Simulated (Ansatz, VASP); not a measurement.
Two plane-wave programs on CaO

```
Ca O
1.0
     0.00000    2.36923    2.36923
     2.36923    0.00000    2.36923
     2.36923    2.36923    0.00000
Ca O
1 1
Direct
  0.50000 0.50000 0.50000
  0.00000 0.00000 0.00000
```

Alike in both runs: task single point; functional LDA; k mesh 8 × 8 × 8; occupations gaussian, width 0.05 eV; no spin polarisation.

|  | VASP | Ansatz |
| --- | --- | --- |
| version | VASP 6.6.1 | Ansatz 0.2.0 |
| potentials or method | VASP PAW LDA potentials, release 64 (Ca_sv, O), cutoff 520 eV | scalar-relativistic, plane waves, PAW |
| valence electrons in the cell | 16 | 16 |

Ansatz gave:

| Property | Result |
| --- | --- |
| gap on the k mesh at the Fermi level (eV) | 3.46 |
| least direct gap on the mesh (eV) | 3.83 |
| pressure (GPa) | -2.4 |

Task: Which values does VASP return?

Result: gap on the k mesh at the Fermi level (eV): 3.43; least direct gap on the mesh (eV): 3.80; pressure (GPa): -1.5.

LDA's correlation is that of Perdew and Zunger in VASP and of Perdew and Wang (1992) in Ansatz.
